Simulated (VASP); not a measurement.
# BeS (F-43m) in VASP: notebook

The runs below take BeS through single point, with PBEsol.

Program: VASP 6.6.1. These are calculated values, not measurements. Logs are shortened: lines on timing, memory, paths and dates and some standing lists are left out, and cuts for length are marked.

## (1) The cell of the first run

It takes space group F-43m (No. 216, cubic). Conventional cell: a = 4.759 Å, b = 4.759 Å, c = 4.759 Å, α = 90.00°, β = 90.00°, γ = 90.00°. Within 2.7 Å of Be (site symmetry -43m) lie 4 S at 2.06 Å. Within 2.7 Å of S (site symmetry -43m) lie 4 Be at 2.06 Å.

## (2) Single point, PBEsol (volume 13.475 Å^3 an atom, c/a of the conventional cell 1.0000)

The input, INCAR:

```
SYSTEM = BeS
PREC = Accurate ; ENCUT = 520
EDIFF = 1E-6 ; ISMEAR = 0
SIGMA = 0.05 ; LREAL = .FALSE.
LASPH = .TRUE. ; NELM = 60
ALGO = Normal ; ISIF = 2
LWAVE = .FALSE. ; LCHARG = .FALSE.
GGA = PS ; NBANDS = 11
```

The input, KPOINTS:

```
Automatic mesh
0
G
  10 10 10
  0 0 0
```

The input, POSCAR:

```
BeS
1.0
    0.0000000000      2.3796308539      2.3796308539
    2.3796308539      0.0000000000      2.3796308539
    2.3796308539      2.3796308539      0.0000000000
Be S
1 1
Direct
    0.0000000000      0.0000000000      0.0000000000
    0.7500000000      0.7500000000      0.7500000000
```

Potentials or basis: VASP PAW PBE potentials, release 64 (Be, S).

Launch:

```
$ cat potpaw_PBE.64/Be/POTCAR potpaw_PBE.64/S/POTCAR > POTCAR
$ mpirun -np 1 vasp_std > vasp.out
```

OUTCAR:

```text
SYSTEM = BeS
   PREC = Accurate
   ENCUT = 520
   EDIFF = 1E-6
   ISMEAR = 0
   LREAL = .FALSE.
   LASPH = .TRUE.
   NELM = 60
   ISIF = 2
   GGA = PS

 ion  position               nearest neighbor table
   1  0.000  0.000  0.000-   2 2.06   2 2.06   2 2.06   2 2.06
   2  0.750  0.750  0.750-   1 2.06   1 2.06   1 2.06   1 2.06

  LATTYP: Found a face centered cubic cell.
 ALAT       =     4.7592617078

  Lattice vectors:

 A1 = (   0.0000000000,   2.3796308539,   2.3796308539)
 A2 = (   2.3796308539,   0.0000000000,   2.3796308539)
 A3 = (   2.3796308539,   2.3796308539,   0.0000000000)

Analysis of symmetry for initial positions (statically):
=====================================================================
 Subroutine PRICEL returns:
 Original cell was already a primitive cell.

 Routine SETGRP: Setting up the symmetry group for a
 face centered cubic supercell.

 Subroutine GETGRP returns: Found 24 space group operations
 (whereof 24 operations were pure point group operations)
 out of a pool of 48 trial point group operations.

The static configuration has the point symmetry T_d .

Analysis of symmetry for dynamics (positions and initial velocities):
=====================================================================
 Subroutine PRICEL returns:
 Original cell was already a primitive cell.

 Routine SETGRP: Setting up the symmetry group for a
 face centered cubic supercell.

 Subroutine GETGRP returns: Found 24 space group operations
 (whereof 24 operations were pure point group operations)
 out of a pool of 48 trial point group operations.

The dynamic configuration has the point symmetry T_d .

 Subroutine INISYM returns: Found 24 space group operations
 (whereof 24 operations are pure point group operations),
 and found     1 'primitive' translations

----------------------------------------------------------------------------------------

                                     Primitive cell

  volume of cell :      26.9500

  direct lattice vectors                    reciprocal lattice vectors
     0.000000000  2.379630854  2.379630854    -0.210116623  0.210116623  0.210116623
     2.379630854  0.000000000  2.379630854     0.210116623 -0.210116623  0.210116623
     2.379630854  2.379630854  0.000000000     0.210116623  0.210116623 -0.210116623

  length of vectors
     3.365306227  3.365306227  3.365306227     0.363932667  0.363932667  0.363932667

  position of ions in fractional coordinates (direct lattice)
     0.000000000  0.000000000  0.000000000
     0.750000000  0.750000000  0.750000000

  ion indices of the primitive-cell ions
[... 85 lines left out ...]
   PSTRESS=    0.0 pullay stress
   NELECT =       8.0000    total number of electrons
   NUPDOWN=      -1.0000    fix difference up-down
   EMIN   =  10.00;   EMAX   =-10.00  energy-range for DOS
   EFERMI =   0.00;   METHOD = LEGACY
   ISMEAR =     0;   SIGMA  =   0.05  broadening in eV -4-tet -1-fermi 0-gaus
   EFERMI_NEDOS =   21; number of points for ismear=-14 and -15
   IALGO  =     38    algorithm
   IMIX   =      4    mixing-type and parameters
     AMIX     =   0.40;   BMIX     =  1.00
     AMIX_MAG =   1.60;   BMIX_MAG =  1.00
  volume/ion in A,a.u.               =      13.47        90.93
  Fermi-wavevector in a.u.,A,eV,Ry     =   1.092074  2.063720 16.226644  1.192625
  Thomas-Fermi vector in A             =   2.228332
   LORBIT       =      0    0 simple, 1 ext, 2 COOP (PROOUT), +10 PAW based schemes
   GGA     = PS    functional components
   LHFCALC =     F    Hartree Fock is set to
   AEXX    =    0.0000 exact exchange contribution
   IVDW    =     0    specifies the selected vdW correction
   LEPSILON=     F    determine dielectric tensor
   LRPA    =     F    only Hartree local field effects (RPA)
 non-spin polarized calculation
 Gauss-broadening in eV      SIGMA  =   0.05
  energy-cutoff  :      520.00
  volume of cell :       26.95
 maximum number of plane-waves:       745
 NGX is ok and might be reduce to    28
   NGX = 13   NGY = 13   NGZ = 13

 number of electron       8.0000001 magnetization

 Free energy of the ion-electron system (eV)
  ---------------------------------------------------
  ext. energy  EPLUGINS =         0.00000000
  ---------------------------------------------------
  free energy    TOTEN  =       -10.54116584 eV

  energy without entropy =      -10.54116584  energy(sigma->0) =      -10.54116584

 E-fermi :   4.9818     XC(G=0): -10.1341

 val. band max:        4.7492613783   @ k =   0.0000   0.0000   0.0000
 cond. band min:       7.5429092970   @ k =   0.5000   0.5000   0.0000
 fundamental gap:      2.7936479187
 Fermi energy:         4.9817519310

 k-point     1 :       0.0000    0.0000    0.0000
  band No.  band energies     occupation
      1      -9.3659      2.00000
      2       4.7493      2.00000
      3       4.7493      2.00000
      4       4.7493      2.00000
      5      10.3264      0.00000
      6      10.3264      0.00000
      7      10.3264      0.00000
      8      10.9396      0.00000
      9      17.6568      0.00000
     10      17.6568      0.00000
     11      19.8643      0.00000
[... 309 lines left out ...]
 k-point    24 :       0.4000    0.3000    0.0000
  band No.  band energies     occupation
      1      -7.6035      2.00000
      2       0.3239      2.00000
      3       2.0733      2.00000
      4       2.3565      2.00000
      5       8.5915      0.00000
      6      10.4607      0.00000
      7      15.1626      0.00000
      8      15.2324      0.00000
      9      19.0427      0.00000
     10      20.3550      0.00000
     11      22.0215      0.00000

 [... further k-points ...]

------------------------ aborting loop because EDIFF is reached ----------------------------------------

  FORCE on cell =-STRESS in cart. coord.  units (eV):
  Direction    XX          YY          ZZ          XY          YZ          ZX
  --------------------------------------------------------------------------------------
  -------------------------------------------------------------------------------------
  Total        0.9118135      0.9118135      0.9118135      0.0000000     -0.0000000      0.0000000
  in kB       54.2073047     54.2073047     54.2073047      0.0000000     -0.0000000      0.0000000
  external PRESSURE =      54.2073047 kB  Pullay stress =       0.0000000 kB

 VOLUME and BASIS-vectors are now :
 -----------------------------------------------------------------------------
  energy-cutoff  :      520.00
  volume of cell :       26.95
      direct lattice vectors                 reciprocal lattice vectors
     0.000000000  2.379630854  2.379630854    -0.210116623  0.210116623  0.210116623
     2.379630854  0.000000000  2.379630854     0.210116623 -0.210116623  0.210116623
     2.379630854  2.379630854  0.000000000     0.210116623  0.210116623 -0.210116623

 POSITION                                       TOTAL-FORCE (eV/Angst)
 -----------------------------------------------------------------------------------
      0.00000      0.00000      0.00000        -0.000000     -0.000000     -0.000000
      3.56945      3.56945      3.56945         0.000000      0.000000      0.000000
 -----------------------------------------------------------------------------------
    total drift:                                0.000000      0.000000      0.000000

  FREE ENERGIE OF THE ION-ELECTRON SYSTEM (eV)
  ---------------------------------------------------
  free  energy   TOTEN  =       -10.5411658381 eV

  energy  without entropy=      -10.5411658381  energy(sigma->0) =      -10.54116584
```

OSZICAR:

```text
N       E                     dE             d eps       ncg     rms          rms(c)
DAV:   1     0.198068124749E+02    0.19807E+02   -0.39391E+03  1034   0.630E+02
DAV:   2    -0.958576047570E+01   -0.29393E+02   -0.28394E+02  1306   0.122E+02
DAV:   3    -0.107521056662E+02   -0.11663E+01   -0.11639E+01  1378   0.235E+01
DAV:   4    -0.107590336052E+02   -0.69279E-02   -0.69265E-02  1254   0.206E+00
DAV:   5    -0.107590912601E+02   -0.57655E-04   -0.57654E-04  1332   0.191E-01    0.581E+00
DAV:   6    -0.105991654529E+02    0.15993E+00   -0.10944E-01  1221   0.160E+00    0.381E+00
DAV:   7    -0.105408351815E+02    0.58330E-01   -0.13301E-01  1299   0.184E+00    0.771E-01
DAV:   8    -0.105411217474E+02   -0.28657E-03   -0.59260E-03  1243   0.441E-01    0.157E-01
DAV:   9    -0.105411603879E+02   -0.38641E-04   -0.30917E-04  1282   0.116E-01    0.581E-02
DAV:  10    -0.105411609321E+02   -0.54419E-06   -0.27977E-05  1276   0.255E-02    0.121E-02
DAV:  11    -0.105411657232E+02   -0.47910E-05   -0.63578E-06  1187   0.160E-02    0.649E-03
DAV:  12    -0.105411658381E+02   -0.11495E-06   -0.76866E-08   700   0.209E-03
   1 F= -.10541166E+02 E0= -.10541166E+02  d E =-.344935E-13
```

stdout:

```text
POSCAR found type information on POSCAR BeS
 POSCAR found :  2 types and       2 ions
 scaLAPACK will be used
 -----------------------------------------------------------------------------
|                                                                             |
|                                                                             |
|     You enforced a specific xc type in the INCAR file but a different       |
|     I HOPE YOU KNOW WHAT YOU ARE DOING!                                     |
|                                                                             |
 -----------------------------------------------------------------------------

 LDA part: xc-table for (Slater+PW92), standard interpolation
 POSCAR, INCAR and KPOINTS ok, starting setup
 FFT: planning ... GRIDC
 FFT: planning ... GRID_SOFT
 FFT: planning ... GRID
 WAVECAR not read
 entering main loop
```

Wall time 31 s (1 thread of Intel Xeon 8259CL, shared host); peak memory 0.15 GiB.

What came out:

```
Free energy            : -10.5412 eV
Pressure               : 5.4 GPa
Band gap on the k mesh : 2.79 eV, indirect (least direct gap 5.58 eV)
```

Caveat: the PAW data sets were made with another functional, which shifts forces and pressure a little.

## (3) Single point, PBEsol (volume 13.815 Å^3 an atom, c/a of the conventional cell 1.0000)

The input, INCAR:

```
SYSTEM = BeS
PREC = Accurate
ENCUT = 520
EDIFF = 1E-7
ISMEAR = 0
SIGMA = 0.05
LREAL = .False.
LASPH = .True.
NELM = 60
ALGO = Normal
ISIF = 2
LWAVE = .False.
LCHARG = .False.
GGA = PS
NBANDS = 11
```

The input, KPOINTS:

```
regular mesh
0
Gamma
  10 10 10
  0 0 0
```

The input, POSCAR:

```
BeS
1.0
    0.0000000000      2.3994790536      2.3994790536
    2.3994790536      0.0000000000      2.3994790536
    2.3994790536      2.3994790536      0.0000000000
Be S
1 1
Direct
    0.0000000000      0.0000000000      0.0000000000
    0.7500000000      0.7500000000      0.7500000000
```

Potentials or basis: VASP PAW PBE potentials, release 64 (Be, S).

Launch:

```
$ cat potpaw_PBE.64/Be/POTCAR potpaw_PBE.64/S/POTCAR > POTCAR
$ mpirun -np 1 vasp_std > vasp.out
```

OUTCAR:

```text
SYSTEM = BeS
   PREC = Accurate
   ENCUT = 520
   EDIFF = 1E-7
   ISMEAR = 0
   LREAL = .False.
   LASPH = .True.
   NELM = 60
   ISIF = 2
   GGA = PS

 ion  position               nearest neighbor table
   1  0.000  0.000  0.000-   2 2.08   2 2.08   2 2.08   2 2.08
   2  0.750  0.750  0.750-   1 2.08   1 2.08   1 2.08   1 2.08

  LATTYP: Found a face centered cubic cell.
 ALAT       =     4.7989581072

  Lattice vectors:

 A1 = (   0.0000000000,   2.3994790536,   2.3994790536)
[... 522 lines left out ...]

------------------------ aborting loop because EDIFF is reached ----------------------------------------

  FORCE on cell =-STRESS in cart. coord.  units (eV):
  Direction    XX          YY          ZZ          XY          YZ          ZX
  --------------------------------------------------------------------------------------
  -------------------------------------------------------------------------------------
  Total        0.4539723      0.4539723      0.4539723      0.0000000      0.0000000      0.0000000
  in kB       26.3244349     26.3244349     26.3244349      0.0000000      0.0000000      0.0000000
  external PRESSURE =      26.3244349 kB  Pullay stress =       0.0000000 kB

 VOLUME and BASIS-vectors are now :
 -----------------------------------------------------------------------------
  energy-cutoff  :      520.00
  volume of cell :       27.63
      direct lattice vectors                 reciprocal lattice vectors
     0.000000000  2.399479054  2.399479054    -0.208378564  0.208378564  0.208378564
     2.399479054  0.000000000  2.399479054     0.208378564 -0.208378564  0.208378564
     2.399479054  2.399479054  0.000000000     0.208378564  0.208378564 -0.208378564

 POSITION                                       TOTAL-FORCE (eV/Angst)
 -----------------------------------------------------------------------------------
      0.00000      0.00000      0.00000        -0.000000      0.000000      0.000000
      3.59922      3.59922      3.59922         0.000000     -0.000000     -0.000000
 -----------------------------------------------------------------------------------
    total drift:                               -0.000000     -0.000000     -0.000000

  FREE ENERGIE OF THE ION-ELECTRON SYSTEM (eV)
  ---------------------------------------------------
  free  energy   TOTEN  =       -10.5583335640 eV

  energy  without entropy=      -10.5583335640  energy(sigma->0) =      -10.55833356
```

Wall time 32 s (1 thread of Intel Xeon 8259CL, shared host); peak memory 0.15 GiB.

What came out:

- Free energy: -10.5583 eV
- Pressure: 2.6 GPa
- Band gap on the k mesh: 2.85 eV, indirect (least direct gap 5.59 eV)

Levels at points of the mesh, in eV from the valence-band top:
```csv
k point,band 1,band 2,band 3,band 4,band 5,band 6,band 7,band 8
"(0.00, 0.00, 0.00)",-13.94,0.00,0.00,0.00,5.59,5.59,5.59,5.97
"(0.50, 0.00, 0.00)",-12.21,-6.07,-1.09,-1.09,5.49,6.47,6.47,11.12
"(0.50, 0.50, 0.00)",-11.63,-5.24,-2.79,-2.79,2.85,4.78,13.01,13.01
```

Caveat: the PAW data sets were made with another functional, which shifts forces and pressure a little.

## (4) Single point, PBEsol (volume 14.494 Å^3 an atom, c/a of the conventional cell 1.0000)

The input, INCAR:

```
PREC = Accurate ; ENCUT = 520
EDIFF = 1E-6 ; ISMEAR = 0
SIGMA = 0.05 ; LREAL = False
LASPH = True ; NELM = 60
ALGO = Normal ; ISIF = 2
LWAVE = False ; LCHARG = False
GGA = PS ; NBANDS = 11
```

The input, KPOINTS:

```
regular mesh
0
Gamma
  10 10 10
```

The input, POSCAR:

```
BeS
1.0
    0.0000000000      2.4381630894      2.4381630894
    2.4381630894      0.0000000000      2.4381630894
    2.4381630894      2.4381630894      0.0000000000
Be S
1 1
Direct
    0.0000000000      0.0000000000      0.0000000000
    0.7500000000      0.7500000000      0.7500000000
```

Launch:

```
$ cat potpaw_PBE.64/Be/POTCAR potpaw_PBE.64/S/POTCAR > POTCAR
$ mpirun -np 1 vasp_std > vasp.out
```

It took 27 s on 1 thread of Intel Xeon 8259CL, shared host; peak memory 0.16 GiB.

Results (log left out):

- Free energy: -10.5604 eV
- Pressure: -2.0 GPa
- Band gap on the k mesh: 2.96 eV, indirect (least direct gap 5.57 eV)

Levels at points of the mesh, in eV from the valence-band top:
```tsv
k point	band 1	band 2	band 3	band 4	band 5	band 6	band 7	band 8	band 9
(0.00, 0.00, 0.00)	-13.61	0.00	0.00	0.00	5.57	5.62	5.62	5.62	12.76
(0.50, 0.00, 0.00)	-12.02	-5.76	-1.02	-1.02	5.32	6.49	6.49	10.90	14.85
(0.50, 0.50, 0.00)	-11.49	-4.99	-2.62	-2.62	2.96	4.82	12.62	12.62	15.19
```

Caveat: the PAW data sets were made with another functional, which shifts forces and pressure a little. A k mesh can miss the band edges.

## (5) The runs side by side

| cell | gap on the mesh (eV) | pressure (GPa) |
| --- | --- | --- |
| a = 3.365 Å, angles 60.0°, 2 atoms | 2.79 | 5.4 |
| a = 3.393 Å, angles 60.0°, 2 atoms | 2.85 | 2.6 |
| a = 3.448 Å, angles 60.0°, 2 atoms | 2.96 | -2.0 |

Alike in all rows: task single point; level PBEsol; potentials or basis VASP PAW PBE potentials, release 64 (Be, S); no spin polarisation; k mesh 10 × 10 × 10; cutoff (eV) 520; smearing gaussian 0.05 eV.

Caveats: the PAW data sets were made with another functional, which shifts forces and pressure a little.

Absolute energies hang on the potentials; compare differences alone.
